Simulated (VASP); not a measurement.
Crystal: BN (Qingsongite).

```xyz
2
Lattice="0.0000 1.8256 1.8075 1.8256 0.0000 1.8075 1.8256 1.8256 0.0000" Properties=species:S:1:pos:R:3 pbc="T T T"
B     0.0000    0.0000    0.0000
N     0.9128    0.9128    0.9038
```

Base run:

| Property | Result |
| --- | --- |
| Program | VASP 6.6.1 |
| Functional | r2SCAN |
| Potentials or basis | VASP PAW PBE potentials, release 64 (B_h, N_h) |
| Cutoff | 910 eV |
| k mesh | 10 × 10 × 10 |
| Occupations | gaussian, width 0.05 eV |
| Spin | no spin polarisation |

Its results: band gap on the k mesh 4.79 eV, indirect (least direct gap 9.34 eV); pressure -9.6 GPa.

Q: The run is repeated on the same cell with these changes: potentials or basis from VASP PAW PBE potentials, release 64 (B_h, N_h) to VASP PAW PBE potentials, release 64 (B, N); cutoff from 910 eV to 520 eV. What comes out?

A: Band gap on the k mesh 4.77 eV, indirect (least direct gap 9.32 eV); pressure -8.1 GPa.

Caveats: the PAW data sets were made with another functional, which shifts forces and pressure a little; the cutoff is under 1.25 times the usual one of these potentials, so pressure, stress and relaxed cells hold a basis-set (Pulay) error (some runs).

A k mesh can miss the band edges.
